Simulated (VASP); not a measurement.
Wanted: the native input for a VASP 6.6.1 run.

```yaml
Task: single point
Functional: PBEsol
Potentials_or_basis: VASP PAW PBE potentials, release 64 (Ga_d, Co)
Cutoff: 520 eV
k_mesh: 16 × 16 × 16
Occupations: gaussian, width 0.15 eV
Spin: no spin polarisation
Dipole_correction: no
Further_INCAR_settings: ALGO = Fast; EDIFF = 1e-06; NBANDS = 18
```

The structure of GaCo lies in POSCAR:

```
GaCo
1.0
    2.7389450000      0.0000000000      0.0000000000
    0.0000000000      2.7389450000      0.0000000000
    0.0000000000      0.0000000000      2.8831000000
Ga Co
1 1
Direct
    0.5000000000      0.5000000000      0.5000000000
    0.0000000000      0.0000000000      0.0000000000
```

This cell differs from its parent crystal: strain -0.050 along x and y, +0.000 along z.

The input as run:

INCAR

```
SYSTEM = GaCo
PREC     = Accurate       ! precision mode
ENCUT    = 520            ! plane-wave cutoff, eV
EDIFF    = 1E-6           ! SCF threshold, eV
ISMEAR   = 0              ! smearing method
SIGMA    = 0.15           ! smearing width, eV
LREAL    = .FALSE.        ! projectors in reciprocal space
LASPH    = .TRUE.         ! aspherical terms in the spheres
NELM     = 100            ! most SCF steps
ALGO     = Fast           ! electronic algorithm
ISIF     = 2              ! what is computed and relaxed
LWAVE    = .FALSE.        ! write WAVECAR
LCHARG   = .TRUE.         ! write CHGCAR
GGA      = PS             ! functional
LELF     = .TRUE.         ! ELF
LVHAR    = .TRUE.       
NBANDS   = 18             ! bands
```

KPOINTS

```
Automatic mesh
0
G
  16 16 16
  0 0 0
```

Potentials or basis: VASP PAW PBE potentials, release 64 (Ga_d, Co).

Launch:

```console
$ cat potpaw_PBE.64/Ga_d/POTCAR potpaw_PBE.64/Co/POTCAR > POTCAR
$ mpirun -np 1 vasp_std > vasp.out
```

Results of the run:

| Property | Result |
| --- | --- |
| Pressure | 13.4 GPa |
| Band gap on the k mesh | zero (bands 11 and 12 overlap by 2.08 eV) |

Caveat: the cell differs from its parent crystal (strain -0.050 along x and y, +0.000 along z); the cell stands under pressure; the PAW data sets were made with another functional, which shifts forces and pressure a little; the run has no spin polarisation, though such a crystal can be magnetic.

Run time: 62 s on 1 thread of Intel(R) Xeon(R) 6975P-C (Granite Rapids) (shared host), peak memory 0.26 GiB.
